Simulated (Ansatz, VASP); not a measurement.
**C in VASP and in Ansatz**

```xyz
2
Lattice="0.0000 2.0632 3.2476 1.1912 0.0000 3.2476 1.1912 2.0632 0.0000" Properties=species:S:1:pos:R:3 pbc="T T T"
C     1.1912    0.6877    3.2476
C     1.1912    3.4386    3.2476
```

Change from the starting cell: strain -0.030 along x and y, -0.030 along z, atoms carried along.

Alike in both runs: task single point; functional r2SCAN; k mesh 14 × 14 × 14; occupations gaussian, width 0.05 eV; no spin polarisation.

|  | VASP | Ansatz |
| --- | --- | --- |
| version | VASP 6.6.1 | Ansatz 0.2.0 |
| potentials or method | VASP PAW PBE potentials, release 64 (C), cutoff 520 eV | scalar-relativistic, plane waves, PAW |
| valence electrons in the cell | 8 | 8 |

VASP gave:

| Quantity | Value |
| --- | --- |
| gap on the k mesh at the Fermi level (eV) | 0.35 |
| least direct gap on the mesh (eV) | 0.44 |
| pressure (GPa) | 32.3 |
| traceless stress, the component that is largest in VASP (GPa) | -28.86 |
| rms of the force components (eV/Å) | 0.019 |

Q: Estimate Ansatz's values.

A: gap on the k mesh at the Fermi level (eV): 0.35; least direct gap on the mesh (eV): 0.44; pressure (GPa): 31.5; traceless stress, the component that is largest in VASP (GPa): -27.96; rms of the force components (eV/Å): 0.019.

VASP's potentials were made for PBE, not for r2SCAN. Atom by atom the forces differ by 0.000 eV/Å (rms over components). Both programs put the cell under a high pressure, so it lies far from rest at this level. With one functional, cell and mesh, what is left measures potentials, basis and numerics.
